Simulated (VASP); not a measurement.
# CoSi (P4/mmm) in VASP: notebook

CoSi is run at these levels: PBE; tasks: single point.

All numbers are computed with VASP 6.6.1; they aren't measurements. Logs are shortened: lines on timing, memory, paths and dates and some standing lists are left out, and cuts for length are marked.

**1. The cell of the first run**

The structure is tetragonal, space group P4/mmm (No. 123). Conventional cell: a = 2.689 Å, b = 2.689 Å, c = 2.976 Å, α = 90.00°, β = 90.00°, γ = 90.00°. Co (site symmetry 4/mmm) has 8 Si at 2.41 Å and 6 Co at 2.69 to 2.98 Å within 3.2 Å. Si (site symmetry 4/mmm) has 8 Co at 2.41 Å and 6 Si at 2.69 to 2.98 Å within 3.2 Å.

**2. Single point, PBE, collinear spin, ferromagnetic start (stretched by +7 % along [0.0, 0.0, 1.0] at fixed volume)**

File INCAR:

```
PREC     = Accurate       # precision mode
ENCUT    = 600            # plane-wave cutoff, eV
EDIFF    = 1E-6           # SCF threshold, eV
ISMEAR   = -1             # smearing method
SIGMA    = 0.1            # smearing width, eV
LREAL    = False          # projectors in reciprocal space
LASPH    = True           # aspherical terms in the spheres
NELM     = 200            # most SCF steps
ALGO     = Normal         # electronic algorithm
ISIF     = 2              # what is computed and relaxed
LWAVE    = False          # write WAVECAR
LCHARG   = True           # write CHGCAR
ISPIN    = 2              # spin polarisation
MAGMOM   = 2 0            # initial moments
LORBIT   = 11             # projections on sites
LMAXMIX  = 4              # l up to which the mixer works
GGA      = PE             # functional
LELF     = True           # ELF
LVHAR    = True         
NBANDS   = 18             # bands
GGA_COMPAT= False
```

File KPOINTS:

```
Automatic mesh
0
Gamma
  11 11 10
```

File POSCAR:

```
CoSi
1.0
    2.6888170659      0.0000000000      0.0000000000
    0.0000000000      2.6888170659      0.0000000000
    0.0000000000      0.0000000000      2.9760273800
Co Si
1 1
Direct
    0.0000000000      0.0000000000      0.0000000000
    0.5000000000      0.5000000000      0.5000000000
```

Potentials or basis: VASP PAW PBE potentials, release 64 (Co, Si).

Command:

```sh
cat potpaw_PBE.64/Co/POTCAR potpaw_PBE.64/Si/POTCAR > POTCAR
mpirun -np 1 vasp_std > vasp.out
```

OUTCAR:

```text
PREC = Accurate
   ENCUT = 600
   EDIFF = 1E-6
   ISMEAR = -1
   LREAL = False
   LASPH = True
   NELM = 200
   ISIF = 2
   ISPIN = 2
   LORBIT = 11
   GGA = PE

 ion  position               nearest neighbor table
   1  0.000  0.000  0.000-   2 2.41   2 2.41   2 2.41   2 2.41   2 2.41   2 2.41   2 2.41   2 2.41

   2  0.500  0.500  0.500-   1 2.41   1 2.41   1 2.41   1 2.41   1 2.41   1 2.41   1 2.41   1 2.41

  LATTYP: Found a simple tetragonal cell.
 ALAT       =     2.6888170659
 C/A-ratio  =     1.1068166064

  Lattice vectors:

 A1 = (   2.6888170659,   0.0000000000,   0.0000000000)
 A2 = (   0.0000000000,   2.6888170659,   0.0000000000)
 A3 = (   0.0000000000,   0.0000000000,   2.9760273800)

Analysis of symmetry for initial positions (statically):
=====================================================================
 Subroutine PRICEL returns:
 Original cell was already a primitive cell.

 Routine SETGRP: Setting up the symmetry group for a
 simple tetragonal supercell.

 Subroutine GETGRP returns: Found 16 space group operations
 (whereof 16 operations were pure point group operations)
 out of a pool of 16 trial point group operations.

The static configuration has the point symmetry D_4h.

Analysis of symmetry for dynamics (positions and initial velocities):
=====================================================================
 Subroutine PRICEL returns:
 Original cell was already a primitive cell.

 Routine SETGRP: Setting up the symmetry group for a
 simple tetragonal supercell.

 Subroutine GETGRP returns: Found 16 space group operations
 (whereof 16 operations were pure point group operations)
 out of a pool of 16 trial point group operations.

The dynamic configuration has the point symmetry D_4h.

Analysis of structural, dynamic, and magnetic symmetry:
=====================================================================
 Subroutine PRICEL returns:
 Original cell was already a primitive cell.

 Routine SETGRP: Setting up the symmetry group for a
 simple tetragonal supercell.

 Subroutine GETGRP returns: Found 16 space group operations
 (whereof 16 operations were pure point group operations)
 out of a pool of 16 trial point group operations.

The overall configuration has the point symmetry D_4h.

 Subroutine INISYM returns: Found 16 space group operations
 (whereof 16 operations are pure point group operations),
 and found     1 'primitive' translations

----------------------------------------------------------------------------------------

                                     Primitive cell

  volume of cell :      21.5159

  direct lattice vectors                    reciprocal lattice vectors
     2.688817066  0.000000000  0.000000000     0.371910761  0.000000000  0.000000000
     0.000000000  2.688817066  0.000000000     0.000000000  0.371910761  0.000000000
     0.000000000  0.000000000  2.976027380     0.000000000  0.000000000  0.336018414

  length of vectors
     2.688817066  2.688817066  2.976027380     0.371910761  0.371910761  0.336018414

  position of ions in fractional coordinates (direct lattice)
     0.000000000  0.000000000  0.000000000
     0.500000000  0.500000000  0.500000000

  ion indices of the primitive-cell ions
   primitive index   ion index
                 1           1
                 2           2

----------------------------------------------------------------------------------------

 KPOINTS: Automatic mesh

Automatic generation of k-mesh.
 Grid dimensions read from file:
 generate k-points for:   11   11   10

 Generating k-lattice:

  Cartesian coordinates                     Fractional coordinates (reciprocal lattice)
     0.033810069  0.000000000  0.000000000     0.090909091  0.000000000  0.000000000
     0.000000000  0.033810069  0.000000000     0.000000000  0.090909091  0.000000000
     0.000000000  0.000000000  0.033601841     0.000000000  0.000000000  0.100000000

  Length of vectors
     0.033810069  0.033810069  0.033601841

  Shift w.r.t. Gamma in fractional coordinates (k-lattice)
     0.000000000  0.000000000  0.000000000

 Subroutine IBZKPT returns following result:
 ===========================================

 Found    126 irreducible k-points:

 Following reciprocal coordinates:
            Coordinates               Weight
  0.000000  0.000000  0.000000      1.000000
  0.090909  0.000000  0.000000      4.000000
  0.181818  0.000000  0.000000      4.000000
  0.272727  0.000000  0.000000      4.000000
  0.363636  0.000000  0.000000      4.000000
  0.454545  0.000000  0.000000      4.000000
[... 16 lines left out ...]
  0.090909  0.000000  0.100000      8.000000
  0.181818  0.000000  0.100000      8.000000
 [... further k-points ...]
   k-points           NKPTS =    126   k-points in BZ     NKDIM =    126   number of bands    NBANDS=     18
   number of dos      NEDOS =    301   number of ions     NIONS =      2
   total plane-waves  NPLWV =  13824
   dimension x,y,z NGX =    24 NGY =   24 NGZ =   24
   dimension x,y,z NGXF=    48 NGYF=   48 NGZF=   48
   ions per type =               1   1
   NGX,Y,Z   is equivalent  to a cutoff of  14.84, 14.84, 13.41 a.u.
   NGXF,Y,Z  is equivalent  to a cutoff of  29.68, 29.68, 26.81 a.u.
 SYSTEM =  unknown system
   PREC   = accura    normal or accurate (medium, high low for compatibility)
   ISTART =      0    job   : 0-new  1-cont  2-samecut
   ICHARG =      2    charge: 1-file 2-atom 10-const
   ISPIN  =      2    spin polarized calculation?
   LNONCOLLINEAR =      F non collinear calculations
   LSORBIT =      F    spin-orbit coupling
   LASPH  =      T    aspherical Exc in radial PAW
   ENCUT  =  600.0 eV  44.10 Ry    6.64 a.u.   5.37  5.37  5.94*2*pi/ulx,y,z
   NELM   =    200;   NELMIN=  2; NELMDL= -5     # of ELM steps
   EDIFF  = 0.1E-05   stopping-criterion for ELM
   LREAL  =      F    real-space projection
   EDIFFG = 0.1E-04   stopping-criterion for IOM
   NSW    =      0    number of steps for IOM
   IBRION =     -1    ionic relax: 0-MD 1-quasi-New 2-CG
   NFREE  =      0    steps in history (QN), initial steepest desc. (CG)
   ISIF   =      2    stress and relaxation
   ISYM   =      2    0-nonsym 1-usesym 2-fastsym
   POTIM  = 0.5000    time-step for ionic-motion
   TEBEG  =    0.0;   TEEND  =   0.0 temperature during run
   PSTRESS=    0.0 pullay stress
   NELECT =      13.0000    total number of electrons
   NUPDOWN=      -1.0000    fix difference up-down
   EMIN   =  10.00;   EMAX   =-10.00  energy-range for DOS
   EFERMI =   0.00;   METHOD = LEGACY
   ISMEAR =    -1;   SIGMA  =   0.10  broadening in eV -4-tet -1-fermi 0-gaus
   EFERMI_NEDOS =   21; number of points for ismear=-14 and -15
   IALGO  =     38    algorithm
   IMIX   =      4    mixing-type and parameters
     AMIX     =   0.40;   BMIX     =  1.00
     AMIX_MAG =   1.60;   BMIX_MAG =  1.00
  volume/ion in A,a.u.               =      10.76        72.60
  Fermi-wavevector in a.u.,A,eV,Ry     =   1.384000  2.615381 26.061367  1.915456
  Thomas-Fermi vector in A             =   2.508545
   LORBIT       =     11    0 simple, 1 ext, 2 COOP (PROOUT), +10 PAW based schemes
   GGA     = PE    functional components
   LHFCALC =     F    Hartree Fock is set to
   AEXX    =    0.0000 exact exchange contribution
   IVDW    =     0    specifies the selected vdW correction
   LEPSILON=     F    determine dielectric tensor
   LRPA    =     F    only Hartree local field effects (RPA)
 spin polarized calculation
  energy-cutoff  :      600.00
  volume of cell :       21.52
 maximum number of plane-waves:       737
 NGX is ok and might be reduce to    24
   NGX = 11   NGY = 11   NGZ = 11

 number of electron      12.9999997 magnetization       0.3961542

 Free energy of the ion-electron system (eV)
  ---------------------------------------------------
  ext. energy  EPLUGINS =         0.00000000
  ---------------------------------------------------
  free energy    TOTEN  =       -13.30601127 eV

  energy without entropy =      -13.26631218  energy(sigma->0) =      -13.28616173

 E-fermi :  12.7619     XC(G=0): -12.9414

 val. band max:       12.7560356055   @ k =   0.4545   0.0000   0.3000
 cond. band min:      12.7644174807   @ k =   0.2727   0.0000   0.0000
 fundamental gap:      0.0083818752
 Fermi energy:        12.7618626577

 spin component 1

 k-point     1 :       0.0000    0.0000    0.0000
  band No.  band energies     occupation
      1      -1.4357      1.00000
      2       8.7350      1.00000
      3       8.8023      1.00000
      4      11.2602      1.00000
      5      11.2602      1.00000
      6      11.5896      0.99999
[... 10 lines left out ...]
     17      35.9478      0.00000
     18      36.0181      0.00000

 k-point     2 :       0.0909    0.0000    0.0000
  band No.  band energies     occupation
      1      -1.2652      1.00000
      2       8.7411      1.00000
      3       8.8192      1.00000
      4      10.9921      1.00000
      5      11.2752      1.00000
      6      11.4704      1.00000
[... 10 lines left out ...]
     17      35.4835      0.00000
     18      36.2537      0.00000

 k-point     3 :       0.1818    0.0000    0.0000
  band No.  band energies     occupation
      1      -0.7582      1.00000
      2       8.4799      1.00000
      3       8.9850      1.00000
      4      10.4807      1.00000
      5      11.1820      1.00000
      6      11.3156      1.00000
[... 412 lines left out ...]
 k-point    23 :       0.0909    0.0000    0.1000
  band No.  band energies     occupation
      1      -1.1013      1.00000
      2       8.5717      1.00000
      3       8.8286      1.00000
      4      10.8644      1.00000
      5      11.1693      1.00000
      6      11.4863      1.00000
[... 10 lines left out ...]
     17      35.7025      0.00000
     18      36.2661      0.00000

 k-point    24 :       0.1818    0.0000    0.1000
  band No.  band energies     occupation
      1      -0.5984      1.00000
      2       8.5213      1.00000
      3       8.8253      1.00000
      4      10.3398      1.00000
      5      11.1501      1.00000
      6      11.2727      1.00000
[... 10 lines left out ...]
     17      33.7848      0.00000
     18      36.4088      0.00000

 [... further k-points ...]

 spin component 2

 k-point     1 :       0.0000    0.0000    0.0000
  band No.  band energies     occupation
      1      -1.4350      1.00000
      2       9.0764      1.00000
      3       9.3545      1.00000
      4      11.5419      0.99999
      5      11.5419      0.99999
      6      11.8267      0.99991
[... 10 lines left out ...]
     17      35.9788      0.00000
     18      36.0367      0.00000

 k-point     2 :       0.0909    0.0000    0.0000
  band No.  band energies     occupation
      1      -1.2645      1.00000
      2       9.1070      1.00000
      3       9.3244      1.00000
      4      11.2441      1.00000
      5      11.5575      0.99999
      6      11.7017      0.99998
[... 10 lines left out ...]
     17      35.4720      0.00000
     18      36.2785      0.00000

 k-point     3 :       0.1818    0.0000    0.0000
  band No.  band energies     occupation
      1      -0.7574      1.00000
      2       8.8308      1.00000
      3       9.4124      1.00000
      4      10.7036      1.00000
      5      11.4015      1.00000
      6      11.5996      0.99999
[... 412 lines left out ...]
 k-point    23 :       0.0909    0.0000    0.1000
  band No.  band energies     occupation
      1      -1.1005      1.00000
      2       8.8601      1.00000
      3       9.3631      1.00000
      4      11.1190      1.00000
      5      11.4433      1.00000
      6      11.7201      0.99997
[... 10 lines left out ...]
     17      35.7260      0.00000
     18      36.2946      0.00000

 k-point    24 :       0.1818    0.0000    0.1000
  band No.  band energies     occupation
      1      -0.5975      1.00000
      2       8.8422      1.00000
      3       9.2194      1.00000
      4      10.6004      1.00000
      5      11.3839      1.00000
      6      11.5379      1.00000
[... 10 lines left out ...]
     17      33.8157      0.00000
     18      36.4384      0.00000

 [... further k-points ...]

------------------------ aborting loop because EDIFF is reached ----------------------------------------

  FORCE on cell =-STRESS in cart. coord.  units (eV):
  Direction    XX          YY          ZZ          XY          YZ          ZX
  --------------------------------------------------------------------------------------
  -------------------------------------------------------------------------------------
  Total        0.0523079      0.0523079     -0.0673212      0.0000000      0.0000000      0.0000000
  in kB        3.8950992      3.8950992     -5.0130603      0.0000000      0.0000000      0.0000000
  external PRESSURE =       0.9257127 kB  Pullay stress =       0.0000000 kB

 VOLUME and BASIS-vectors are now :
 -----------------------------------------------------------------------------
  energy-cutoff  :      600.00
  volume of cell :       21.52
      direct lattice vectors                 reciprocal lattice vectors
     2.688817066  0.000000000  0.000000000     0.371910761  0.000000000  0.000000000
     0.000000000  2.688817066  0.000000000     0.000000000  0.371910761  0.000000000
     0.000000000  0.000000000  2.976027380     0.000000000  0.000000000  0.336018414

 POSITION                                       TOTAL-FORCE (eV/Angst)
 -----------------------------------------------------------------------------------
      0.00000      0.00000      0.00000         0.000000      0.000000      0.000000
      1.34441      1.34441      1.48801         0.000000      0.000000      0.000000
 -----------------------------------------------------------------------------------
    total drift:                                0.000000      0.000000      0.000000

  FREE ENERGIE OF THE ION-ELECTRON SYSTEM (eV)
  ---------------------------------------------------
  free  energy   TOTEN  =       -13.3060112692 eV

  energy  without entropy=      -13.2663121828  energy(sigma->0) =      -13.28616173

 total charge

# of ion       s       p       d       tot
------------------------------------------
    1        0.443   0.586   7.578   8.607
    2        0.707   0.867   0.000   1.575
--------------------------------------------------
tot          1.150   1.454   7.578  10.182

 magnetization (x)

# of ion       s       p       d       tot
------------------------------------------
    1        0.002  -0.002   0.404   0.404
    2        0.001   0.006   0.000   0.007
--------------------------------------------------
tot          0.003   0.004   0.404   0.411
```

Run time: 3.2 min. Hardware: 1 thread of Oxide Virtual Turin-like, shared host; peak memory 0.18 GiB.

Results:

| Quantity | Value |
| --- | --- |
| Free energy | -13.3060 eV |
| Pressure | 0.1 GPa |
| Net moment | 0.40 μB per cell |
| Site moments | Co +0.40; Si +0.01 μB |
| Valence electrons inside the program's atomic spheres | Co 8.61; Si 1.57 |

Stress tensor (GPa, compression positive):
```
 0.39  0.00  0.00
 0.00  0.39  0.00
 0.00  0.00 -0.50
```

Levels at points of the mesh, in eV from the Fermi level:
Spin up:
| k point | band 3 | band 4 | band 5 | band 6 | band 7 | band 8 | band 9 | band 10 | band 11 | band 12 |
| --- | --- | --- | --- | --- | --- | --- | --- | --- | --- | --- |
| (0.00, 0.00, 0.00) | -3.96 | -1.50 | -1.50 | -1.17 | 0.87 | 4.28 | 4.28 | 6.87 | 7.66 | 12.61 |
| (0.00, 0.00, 0.50) | -3.44 | -2.39 | -2.39 | -1.09 | -1.06 | 6.72 | 8.42 | 8.42 | 10.57 | 10.57 |
Spin down:
```csv
k point,band 2,band 3,band 4,band 5,band 6,band 7,band 8,band 9,band 10,band 11
"(0.00, 0.00, 0.00)",-3.69,-3.41,-1.22,-1.22,-0.94,0.86,4.28,4.28,7.06,7.86
"(0.00, 0.00, 0.50)",-8.85,-2.82,-2.15,-2.15,-0.85,-0.56,6.72,8.49,8.49,10.58
```

**3. Single point, PBE, collinear spin, ferromagnetic start (stretched by +7 % along [0.0, 0.0, 1.0] at fixed volume)**

File INCAR:

```
SYSTEM = CoSi
ALGO = Normal
EDIFF = 1E-6
ENCUT = 600
GGA = PE
GGA_COMPAT = .FALSE.
ISIF = 2
ISMEAR = -1
ISPIN = 2
LASPH = .TRUE.
LCHARG = .FALSE.
LMAXMIX = 4
LORBIT = 11
LREAL = .FALSE.
LWAVE = .FALSE.
MAGMOM = 0.4 0
NBANDS = 18
NELM = 200
PREC = Accurate
SIGMA = 0.1
```

File KPOINTS:

```
k-points
0
G
  11 11 10
  0 0 0
```

POSCAR is that of step 2.

Potentials or basis: VASP PAW PBE potentials, release 64 (Co, Si).

Command:

```sh
cat potpaw_PBE.64/Co/POTCAR potpaw_PBE.64/Si/POTCAR > POTCAR
mpirun -np 1 vasp_std > vasp.out
```

It took 3.1 min on 1 thread of Oxide Virtual Turin-like, shared host; peak memory 0.18 GiB.

Results (log left out):

- Free energy: -13.3060 eV
- Pressure: 0.1 GPa
- Net moment: 0.40 μB per cell
- Site moments: Co +0.40; Si +0.01 μB
- Valence electrons inside the program's atomic spheres: Co 8.61; Si 1.57

Stress tensor (GPa, compression positive):
```
 0.39  0.00  0.00
 0.00  0.39  0.00
 0.00  0.00 -0.51
```

Levels at points of the mesh, in eV from the Fermi level:
Spin up:
| k point | band 4 | band 5 | band 6 | band 7 | band 8 | band 9 | band 10 | band 11 |
| --- | --- | --- | --- | --- | --- | --- | --- | --- |
| (0.00, 0.00, 0.00) | -1.50 | -1.50 | -1.17 | 0.87 | 4.28 | 4.28 | 6.87 | 7.66 |
| (0.00, 0.00, 0.50) | -2.39 | -2.39 | -1.09 | -1.06 | 6.72 | 8.42 | 8.42 | 10.57 |
Spin down:
| k point | band 4 | band 5 | band 6 | band 7 | band 8 | band 9 |
| --- | --- | --- | --- | --- | --- | --- |
| (0.00, 0.00, 0.00) | -1.22 | -1.22 | -0.94 | 0.86 | 4.28 | 4.28 |
| (0.00, 0.00, 0.50) | -2.15 | -2.15 | -0.85 | -0.56 | 6.72 | 8.49 |

**4. Single point, PBE, non-collinear spin, typed start, spin-orbit coupling (stretched by +7 % along [0.0, 0.0, 1.0] at fixed volume)**

File INCAR:

```
SYSTEM = CoSi
PREC = Accurate ; ENCUT = 600
EDIFF = 1E-6 ; ISMEAR = -1
SIGMA = 0.1 ; LREAL = .False.
LASPH = .True. ; NELM = 200
ALGO = Normal ; ISIF = 2
LWAVE = .False. ; LCHARG = .False.
MAGMOM = 0 0 0.4 0 0 0 ; LORBIT = 11
LSORBIT = .True. ; GGA_COMPAT = .False.
LORBMOM = .True. ; LMAXMIX = 4
GGA = PE ; NBANDS = 25
```

File KPOINTS:

```
Automatic mesh
0
Gamma
  11 11 10
  0 0 0
```

POSCAR is that of step 3.

Command:

```sh
cat potpaw_PBE.64/Co/POTCAR potpaw_PBE.64/Si/POTCAR > POTCAR
mpirun -np 1 vasp_ncl > vasp.out
```

Run time: 10 min. Hardware: 1 thread of Oxide Virtual Turin-like, shared host; peak memory 0.3 GiB.

It converged, with:

```
Free energy                                           : -13.3128 eV
Pressure                                              : 0.1 GPa
Net moment                                            : 0.39 μB per cell
Valence electrons inside the program's atomic spheres : Co 8.61; Si 1.57
```

Stress tensor (GPa, compression positive):
```
 0.43  0.00  0.00
 0.00  0.43  0.00
 0.00  0.00 -0.46
```

Moments on the atoms (μB; x, y, z):
```
Co  0.00 0.00 0.40
Si  0.00 0.00 0.01
```
